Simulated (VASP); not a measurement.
# BaTiO3 (P4mm) in VASP: single point with r2SCAN

Aim: the single point of BaTiO3 with r2SCAN.

Program: VASP 6.6.1. These are calculated values, not measurements. Logs are shortened: lines on timing, memory, paths and dates and some standing lists are left out, and cuts for length are marked.

**1. The cell of the first run**

It takes space group P4mm (No. 99, tetragonal). The conventional cell has a = 4.000 Å, b = 4.000 Å, c = 4.018 Å, α = 90.00°, β = 90.00°, γ = 90.00°. Within 3.7 Å of Ba (site symmetry 4mm) lie 12 O at 2.79 to 2.88 Å and 8 Ti at 3.45 to 3.49 Å. Ti (site symmetry 4mm) has 6 O at 1.89 to 2.13 Å within 2.5 Å. O (site symmetry 4mm) has 2 Ti at 1.89 to 2.13 Å within 2.5 Å. O (site symmetry 2mm) has 2 Ti at 2.00 Å and 4 Ba at 2.79 to 2.88 Å and 8 O at 2.83 to 2.84 Å within 2.9 Å.

**2. Single point, r2SCAN**

POSCAR

```
BaTiO3
1.0
    3.9998000000      0.0000000000      0.0000000000
    0.0000000000      3.9998000000      0.0000000000
    0.0000000000      0.0000000000      4.0180000000
Ba Ti O
1 1 3
Direct
    0.0000000000      0.0000000000      0.0000000000
    0.5000000000      0.5000000000      0.4900000000
    0.5000000000      0.5000000000      0.0190000000
    0.5000000000      0.0000000000      0.5170000000
    0.0000000000      0.5000000000      0.5170000000
```

INCAR.step1

```
ALGO = Normal
EDIFF = 1E-5
ENCUT = 660
GGA = PE
GGA_COMPAT = F
ISMEAR = 0
LASPH = T
LCHARG = F
LREAL = F
LWAVE = T
NBANDS = 28
NELM = 120
PREC = Accurate
SIGMA = 0.02
```

INCAR.step2

```
ALGO = Normal
EDIFF = 1E-6
ENCUT = 660
GGA_COMPAT = F
ISIF = 2
ISMEAR = 0
ISTART = 1
LASPH = T
LCHARG = F
LMIXTAU = T
LREAL = F
LWAVE = F
METAGGA = R2SCAN
NBANDS = 28
NELM = 120
PREC = Accurate
SIGMA = 0.02
```

KPOINTS

```
k-points
0
Gamma
  8 8 8
```

Potentials or basis: VASP PAW PBE potentials, release 64 (Ba_sv, Ti_sv, O).

Started as:

```bash
cat potpaw_PBE.64/Ba_sv/POTCAR potpaw_PBE.64/Ti_sv/POTCAR potpaw_PBE.64/O/POTCAR > POTCAR
cp INCAR.step1 INCAR
mpirun -np 1 vasp_std > vasp.out
cp INCAR.step2 INCAR
mpirun -np 1 vasp_std > vasp.out
```

OUTCAR:

```text
EDIFF = 1E-6
   ENCUT = 660
   ISIF = 2
   ISMEAR = 0
   ISTART = 1
   LASPH = T
   LREAL = F
   METAGGA = R2SCAN
   NELM = 120
   PREC = Accurate

 ion  position               nearest neighbor table
   1  0.000  0.000  0.000-   4 2.79   5 2.79   5 2.79   4 2.79   3 2.83   3 2.83   3 2.83   3 2.83
                             4 2.88   5 2.88   5 2.88   4 2.88   2 3.45   2 3.45   2 3.45   2 3.45
   2  0.500  0.500  0.490-   3 1.89   4 2.00   5 2.00   4 2.00   5 2.00   3 2.13   1 3.45   1 3.45
                             1 3.45   1 3.45   1 3.49   1 3.49   1 3.49   1 3.49
   3  0.500  0.500  0.019-   2 1.89   2 2.13   1 2.83   1 2.83   1 2.83   1 2.83
   4  0.500  0.000  0.517-   2 2.00   2 2.00   1 2.79   1 2.79   1 2.88   1 2.88
   5  0.000  0.500  0.517-   2 2.00   2 2.00   1 2.79   1 2.79   1 2.88   1 2.88

  LATTYP: Found a simple tetragonal cell.
 ALAT       =     3.9998000000
 C/A-ratio  =     1.0045502275

  Lattice vectors:

 A1 = (   3.9998000000,   0.0000000000,   0.0000000000)
 A2 = (   0.0000000000,   3.9998000000,   0.0000000000)
 A3 = (   0.0000000000,   0.0000000000,   4.0180000000)

Analysis of symmetry for initial positions (statically):
=====================================================================
 Subroutine PRICEL returns:
 Original cell was already a primitive cell.

 Routine SETGRP: Setting up the symmetry group for a
 simple tetragonal supercell.

 Subroutine GETGRP returns: Found  8 space group operations
 (whereof  8 operations were pure point group operations)
 out of a pool of 16 trial point group operations.

The static configuration has the point symmetry C_4v.

Analysis of symmetry for dynamics (positions and initial velocities):
=====================================================================
 Subroutine PRICEL returns:
 Original cell was already a primitive cell.

 Routine SETGRP: Setting up the symmetry group for a
 simple tetragonal supercell.

 Subroutine GETGRP returns: Found  8 space group operations
 (whereof  8 operations were pure point group operations)
 out of a pool of 16 trial point group operations.

The dynamic configuration has the point symmetry C_4v.

 Subroutine INISYM returns: Found  8 space group operations
 (whereof  8 operations are pure point group operations),
[... 99 lines left out ...]
   LASPH  =      T    aspherical Exc in radial PAW
   ENCUT  =  660.0 eV  48.51 Ry    6.96 a.u.   8.38  8.38  8.42*2*pi/ulx,y,z
   NELM   =    120;   NELMIN=  2; NELMDL=  0     # of ELM steps
   EDIFF  = 0.1E-05   stopping-criterion for ELM
   LREAL  =      F    real-space projection
   EDIFFG = 0.1E-04   stopping-criterion for IOM
   NSW    =      0    number of steps for IOM
   IBRION =     -1    ionic relax: 0-MD 1-quasi-New 2-CG
   NFREE  =      0    steps in history (QN), initial steepest desc. (CG)
   ISIF   =      2    stress and relaxation
   ISYM   =      2    0-nonsym 1-usesym 2-fastsym
   POTIM  = 0.5000    time-step for ionic-motion
   TEBEG  =    0.0;   TEEND  =   0.0 temperature during run
   PSTRESS=    0.0 pullay stress
   NELECT =      40.0000    total number of electrons
   NUPDOWN=      -1.0000    fix difference up-down
   EMIN   =  10.00;   EMAX   =-10.00  energy-range for DOS
   EFERMI =   0.00;   METHOD = LEGACY
   ISMEAR =     0;   SIGMA  =   0.02  broadening in eV -4-tet -1-fermi 0-gaus
   EFERMI_NEDOS =   21; number of points for ismear=-14 and -15
   IALGO  =     38    algorithm
   IMIX   =      4    mixing-type and parameters
     AMIX     =   0.40;   BMIX     =  1.00
     AMIX_MAG =   1.60;   BMIX_MAG =  1.00
  volume/ion in A,a.u.               =      12.86        86.76
  Fermi-wavevector in a.u.,A,eV,Ry     =   1.397653  2.641181 26.578078  1.953434
  Thomas-Fermi vector in A             =   2.520888
   LORBIT       =      0    0 simple, 1 ext, 2 COOP (PROOUT), +10 PAW based schemes
   METAGGA = R2SCAN    functional components
   LHFCALC =     F    Hartree Fock is set to
   AEXX    =    0.0000 exact exchange contribution
   IVDW    =     0    specifies the selected vdW correction
   LEPSILON=     F    determine dielectric tensor
   LRPA    =     F    only Hartree local field effects (RPA)
 non-spin polarized calculation
 Gauss-broadening in eV      SIGMA  =   0.02
  energy-cutoff  :      660.00
  volume of cell :       64.28
 maximum number of plane-waves:      2517
 NGX is ok and might be reduce to    36
   NGX = 17   NGY = 17   NGZ = 17

 number of electron      39.9999999 magnetization

 Free energy of the ion-electron system (eV)
  ---------------------------------------------------
  ext. energy  EPLUGINS =         0.00000000
  ---------------------------------------------------
  free energy    TOTEN  =       -74.25943204 eV

  energy without entropy =      -74.25943204  energy(sigma->0) =      -74.25943204

 E-fermi :   3.8198     XC(G=0): -11.8987

 val. band max:        3.5439877512   @ k =   0.5000   0.5000   0.5000
 cond. band min:       5.7078924386   @ k =   0.0000   0.0000   0.0000
 fundamental gap:      2.1639046874
 Fermi energy:         3.8198397769

 k-point     1 :       0.0000    0.0000    0.0000
  band No.  band energies     occupation
      1     -55.2991      2.00000
      2     -30.4889      2.00000
      3     -30.4559      2.00000
      4     -30.4559      2.00000
      5     -21.9743      2.00000
      6     -14.3482      2.00000
[... 733 lines left out ...]
     27      12.0919      0.00000
     28      12.9883      0.00000

 [... further k-points ...]

------------------------ aborting loop because EDIFF is reached ----------------------------------------

  FORCE on cell =-STRESS in cart. coord.  units (eV):
  Direction    XX          YY          ZZ          XY          YZ          ZX
  --------------------------------------------------------------------------------------
  -------------------------------------------------------------------------------------
  Total        0.2721610      0.2721610      0.6459871      0.0000000     -0.0000000      0.0000000
  in kB        6.7834407      6.7834407     16.1008171      0.0000000     -0.0000000      0.0000000
  external PRESSURE =       9.8892329 kB  Pullay stress =       0.0000000 kB

 VOLUME and BASIS-vectors are now :
 -----------------------------------------------------------------------------
  energy-cutoff  :      660.00
  volume of cell :       64.28
      direct lattice vectors                 reciprocal lattice vectors
     3.999800000  0.000000000  0.000000000     0.250012501  0.000000000  0.000000000
     0.000000000  3.999800000  0.000000000     0.000000000  0.250012501  0.000000000
     0.000000000  0.000000000  4.018000000     0.000000000  0.000000000  0.248880040

 POSITION                                       TOTAL-FORCE (eV/Angst)
 -----------------------------------------------------------------------------------
      0.00000      0.00000      0.00000         0.000000      0.000000      0.083732
      1.99990      1.99990      1.96882        -0.000000     -0.000000     -0.080714
      1.99990      1.99990      0.07634        -0.000000      0.000000      0.309017
      1.99990      0.00000      2.07731        -0.000000      0.000000     -0.156017
      0.00000      1.99990      2.07731         0.000000      0.000000     -0.156017
 -----------------------------------------------------------------------------------
    total drift:                                0.000000      0.000000      0.011209

  FREE ENERGIE OF THE ION-ELECTRON SYSTEM (eV)
  ---------------------------------------------------
  free  energy   TOTEN  =       -74.2594320449 eV

  energy  without entropy=      -74.2594320449  energy(sigma->0) =      -74.25943204
```

OUTCAR.step1:

```text
EDIFF = 1E-5
   ENCUT = 660
   GGA = PE
   ISMEAR = 0
[... 980 lines left out ...]
      1.99990      1.99990      1.96882        -0.000000     -0.000000     -0.117460
      1.99990      1.99990      0.07634        -0.000000      0.000000      0.277865
      1.99990      0.00000      2.07731        -0.000000      0.000000     -0.118003
      0.00000      1.99990      2.07731        -0.000000     -0.000000     -0.118003
 -----------------------------------------------------------------------------------
    total drift:                                0.000000      0.000000      0.000265

  FREE ENERGIE OF THE ION-ELECTRON SYSTEM (eV)
  ---------------------------------------------------
  free  energy   TOTEN  =       -39.9955179747 eV

  energy  without entropy=      -39.9955179747  energy(sigma->0) =      -39.99551797
```

Wall time 15 min (1 thread of Oxide Virtual Turin-like, shared host); peak memory 0.32 GiB.

Results:

```
Free energy            : -74.2594 eV
Pressure               : 1.0 GPa
Largest force          : 0.309 eV/Å
Band gap on the k mesh : 2.16 eV (least direct gap 2.46 eV)
```

Forces in eV/Å, atoms in the order of the input:
```
Ba   0.000  0.000  0.084
Ti   0.000  0.000 -0.081
O    0.000  0.000  0.309
O    0.000  0.000 -0.156
O    0.000  0.000 -0.156
```

Caveat: the PAW data sets were made with another functional, which shifts forces and pressure a little; spin-orbit coupling is left out, which moves the levels of the heavy elements. r2SCAN opens gaps a little over a GGA but as a rule still falls short of measured ones.
